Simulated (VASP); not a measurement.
Wanted: the native input for a VASP 6.6.1 run.

* Task: relaxation of cell and atoms
* Functional: LDA
* Potentials or basis: VASP PAW LDA potentials, release 64 (In_d, Cu)
* Cutoff: 600 eV
* k mesh: 9 × 9 × 6
* Occupations: fermi-dirac, width 0.05 eV
* Spin: no spin polarisation
* Dipole correction: no
* Further INCAR settings: ALGO = Normal; EDIFF = 1e-06; IBRION = 2; EDIFFG = -0.005; NSW = 70; ISIF = 3

The structure of InCu2 lies in POSCAR:

```
InCu2
1.0
    4.2943000000      0.0000000000      0.0000000000
   -2.1471500000      3.7189728915      0.0000000000
    0.0000000000      0.0000000000      5.2328000000
In Cu
2 4
Direct
    0.3333333333      0.6666666667      0.7500000000
    0.6666666667      0.3333333333      0.2500000000
    0.3333333333      0.6666666667      0.2500000000
    0.6666666667      0.3333333333      0.7500000000
    0.0000000000      0.0000000000      0.0000000000
    0.0000000000      0.0000000000      0.5000000000
```

These files were run (other wordings do the same):

INCAR

```
SYSTEM = InCu2
ALGO     = Normal         ! electronic algorithm
EDIFF    = 1E-6           ! SCF threshold, eV
EDIFFG   = -0.005         ! ionic threshold
ENCUT    = 600            ! plane-wave cutoff, eV
IBRION   = 2              ! ionic algorithm
ISIF     = 3              ! what is computed and relaxed
ISMEAR   = -1             ! smearing method
LASPH    = .TRUE.         ! aspherical terms in the spheres
LCHARG   = .FALSE.        ! write CHGCAR
LREAL    = .FALSE.        ! projectors in reciprocal space
LWAVE    = .FALSE.        ! write WAVECAR
NELM     = 60             ! most SCF steps
NSW      = 70             ! ionic steps
PREC     = Accurate       ! precision mode
SIGMA    = 0.05           ! smearing width, eV
```

KPOINTS

```
k-points
0
G
  9 9 6
  0 0 0
```

Potentials or basis: VASP PAW LDA potentials, release 64 (In_d, Cu).

The run is started by

```console
$ cat potpaw_LDA.64/In_d/POTCAR potpaw_LDA.64/Cu/POTCAR > POTCAR
$ mpirun -np 1 vasp_std > vasp.out
```

Results of the run:

```
Relaxed volume                        : 14.17 Å³/atom
Relaxed cell                          : a = 4.335 Å, b = 4.335 Å, c = 5.222 Å, α = 90.00°, β = 90.00°, γ = 120.00°
Space group after relaxing (to 0.1 Å) : P6_3/mmc (No. 194)
Energy gained by relaxing             : 2.8 meV/atom
Ionic steps                           : 10
Pressure after relaxing               : 0.0 GPa
Band gap on the k mesh                : zero (bands 35 and 36 overlap by 5.07 eV)
```

Caveat: spin-orbit coupling is left out, which moves the levels of the heavy elements.

It took 9 min on 1 thread of Intel(R) Xeon(R) 6975P-C (Granite Rapids), with other jobs on the host, peak memory 0.31 GiB.
